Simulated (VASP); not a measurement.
# B (Fd-3m) in VASP: further runs, part 2 of 2

VASP 6.6.1.

## 5. Single point, PBEsol (volume scaled by 1.08)

INCAR

```
SYSTEM = B
PREC = Accurate ; ENCUT = 520
EDIFF = 1E-6 ; ISMEAR = -1
SIGMA = 0.1 ; LREAL = .False.
LASPH = .True. ; NELM = 60
ALGO = Normal ; ISIF = 2
LWAVE = .False. ; LCHARG = .True.
GGA = PS ; LELF = .True.
LVHAR = .True. ; NBANDS = 10
```

KPOINTS

```
regular mesh
0
Gamma
  15 15 15
  0 0 0
```

POSCAR

```
B
1.0
    0.0000000000      2.0688689718      2.0688689718
    2.0688689718      0.0000000000      2.0688689718
    2.0688689718      2.0688689718      0.0000000000
B
2
Direct
    0.1250000000      0.1250000000      0.1250000000
    0.8750000000      0.8750000000      0.8750000000
```

Potentials or basis: VASP PAW PBE potentials, release 64 (B).

The run is started by

```console
$ cat potpaw_PBE.64/B/POTCAR > POTCAR
$ mpirun -np 1 vasp_std > vasp.out
```

OUTCAR:

```text
SYSTEM = B
   PREC = Accurate
   ENCUT = 520
   EDIFF = 1E-6
   ISMEAR = -1
   LREAL = .False.
   LASPH = .True.
   NELM = 60
   ISIF = 2
   GGA = PS

 ion  position               nearest neighbor table
   1  0.125  0.125  0.125-   2 1.79   2 1.79   2 1.79   2 1.79
   2  0.875  0.875  0.875-   1 1.79   1 1.79   1 1.79   1 1.79

  LATTYP: Found a face centered cubic cell.
 ALAT       =     4.1377379436

  Lattice vectors:

 A1 = (   0.0000000000,   2.0688689718,   2.0688689718)
 A2 = (   2.0688689718,   0.0000000000,   2.0688689718)
 A3 = (   2.0688689718,   2.0688689718,   0.0000000000)

Analysis of symmetry for initial positions (statically):
=====================================================================
 Subroutine PRICEL returns:
 Original cell was already a primitive cell.

 Routine SETGRP: Setting up the symmetry group for a
 face centered cubic supercell.

 Subroutine GETGRP returns: Found 48 space group operations
 (whereof 12 operations were pure point group operations)
 out of a pool of 48 trial point group operations.

The static configuration has the point symmetry D_3d.
 The point group associated with its full space group is O_h .

Analysis of symmetry for dynamics (positions and initial velocities):
=====================================================================
 Subroutine PRICEL returns:
 Original cell was already a primitive cell.

 Routine SETGRP: Setting up the symmetry group for a
 face centered cubic supercell.

 Subroutine GETGRP returns: Found 48 space group operations
 (whereof 12 operations were pure point group operations)
 out of a pool of 48 trial point group operations.

The dynamic configuration has the point symmetry D_3d.
 The point group associated with its full space group is O_h .

 Subroutine INISYM returns: Found 48 space group operations
 (whereof 12 operations are pure point group operations),
 and found     1 'primitive' translations

[... 115 lines left out ...]
  volume/ion in A,a.u.               =       8.86        59.76
  Fermi-wavevector in a.u.,A,eV,Ry     =   1.141254  2.156657 17.721049  1.302460
  Thomas-Fermi vector in A             =   2.277954
   LORBIT       =      0    0 simple, 1 ext, 2 COOP (PROOUT), +10 PAW based schemes
   GGA     = PS    functional components
   LHFCALC =     F    Hartree Fock is set to
   AEXX    =    0.0000 exact exchange contribution
   IVDW    =     0    specifies the selected vdW correction
   LEPSILON=     F    determine dielectric tensor
   LRPA    =     F    only Hartree local field effects (RPA)
 non-spin polarized calculation
  energy-cutoff  :      520.00
  volume of cell :       17.71
 maximum number of plane-waves:       531
 NGX is ok and might be reduce to    24
   NGX = 11   NGY = 11   NGZ = 11

 number of electron       6.0000000 magnetization

 Free energy of the ion-electron system (eV)
  ---------------------------------------------------
  ext. energy  EPLUGINS =         0.00000000
  ---------------------------------------------------
  free energy    TOTEN  =       -12.09291229 eV

  energy without entropy =      -12.06134199  energy(sigma->0) =      -12.07712714

 E-fermi :   3.2690     XC(G=0): -11.0513

 val. band max:        3.2200735016   @ k =   0.4667   0.2667   0.0667
 cond. band min:       3.2701626191   @ k =   0.2000   0.0000   0.0000
 fundamental gap:      0.0500891174
 Fermi energy:         3.2690401191

 k-point     1 :       0.0000    0.0000    0.0000
  band No.  band energies     occupation
      1      -9.1856      2.00000
      2       7.1081      0.00000
      3       7.1081      0.00000
      4       7.1081      0.00000
      5      11.1025      0.00000
      6      11.1025      0.00000
      7      11.1025      0.00000
      8      18.5408      0.00000
      9      21.0038      0.00000
     10      25.4863      0.00000
[... 287 lines left out ...]
 k-point    24 :       0.2000    0.1333    0.0000
  band No.  band energies     occupation
      1      -8.3537      2.00000
      2       4.3716      0.00003
      3       5.0146      0.00000
      4       5.7712      0.00000
      5      10.8230      0.00000
      6      13.9006      0.00000
      7      13.9122      0.00000
      8      16.7960      0.00000
      9      21.9149      0.00000
     10      22.3343      0.00000

 [... further k-points ...]
[... 5 lines left out ...]
  --------------------------------------------------------------------------------------
  -------------------------------------------------------------------------------------
  Total       -1.3458961     -1.3458961     -1.3458961      0.0000000      0.0000000      0.0000000
  in kB     -121.7567854   -121.7567854   -121.7567854      0.0000000      0.0000000      0.0000000
  external PRESSURE =    -121.7567854 kB  Pullay stress =       0.0000000 kB

 VOLUME and BASIS-vectors are now :
 -----------------------------------------------------------------------------
  energy-cutoff  :      520.00
  volume of cell :       17.71
      direct lattice vectors                 reciprocal lattice vectors
     0.000000000  2.068868972  2.068868972    -0.241677944  0.241677944  0.241677944
     2.068868972  0.000000000  2.068868972     0.241677944 -0.241677944  0.241677944
     2.068868972  2.068868972  0.000000000     0.241677944  0.241677944 -0.241677944

 POSITION                                       TOTAL-FORCE (eV/Angst)
 -----------------------------------------------------------------------------------
      0.51722      0.51722      0.51722        -0.000000     -0.000000     -0.000000
      3.62052      3.62052      3.62052         0.000000      0.000000      0.000000
 -----------------------------------------------------------------------------------
    total drift:                                0.000000      0.000000      0.000000

  FREE ENERGIE OF THE ION-ELECTRON SYSTEM (eV)
  ---------------------------------------------------
  free  energy   TOTEN  =       -12.0929122898 eV

  energy  without entropy=      -12.0613419932  energy(sigma->0) =      -12.07712714
```

stdout:

```text
POSCAR found type information on POSCAR B
 POSCAR found :  1 types and       2 ions
 scaLAPACK will be used
 -----------------------------------------------------------------------------
|                                                                             |
|                                                                             |
|     You enforced a specific xc type in the INCAR file but a different       |
|     I HOPE YOU KNOW WHAT YOU ARE DOING!                                     |
|                                                                             |
 -----------------------------------------------------------------------------

 LDA part: xc-table for (Slater+PW92), standard interpolation
 POSCAR, INCAR and KPOINTS ok, starting setup
 FFT: planning ... GRIDC
 FFT: planning ... GRID_SOFT
 FFT: planning ... GRID
 WAVECAR not read
 entering main loop
```

It took 6.6 s on 1 thread of Intel Xeon 6975P-C (Granite Rapids), shared host; peak memory 0.14 GiB.

Results:

| Property | Result |
| --- | --- |
| Free energy | -12.0929 eV |
| Pressure | -12.2 GPa |
| Band gap on the k mesh | zero (band 3 reaches 7.11 eV, above the bottom of band 4 at 0.79 eV) |

Caveat: the PAW data sets were made with another functional, which shifts forces and pressure a little.

## 6. The runs side by side

```csv
cell,gap on the mesh (eV),pressure (GPa)
"a = 2.813 Å, angles 60.0°, 2 atoms",none,8.2
"a = 2.852 Å, angles 60.0°, 2 atoms",none,0.2
"a = 2.889 Å, angles 60.0°, 2 atoms",none,-6.6
"a = 2.926 Å, angles 60.0°, 2 atoms",none,-12.2
```

Alike in all rows: task single point; level PBEsol; potentials or basis VASP PAW PBE potentials, release 64 (B); no spin polarisation; k mesh 15 × 15 × 15; cutoff (eV) 520; smearing fermi-dirac 0.1 eV.

Caveats: the PAW data sets were made with another functional, which shifts forces and pressure a little.

Absolute energies hang on the potentials; compare differences alone.
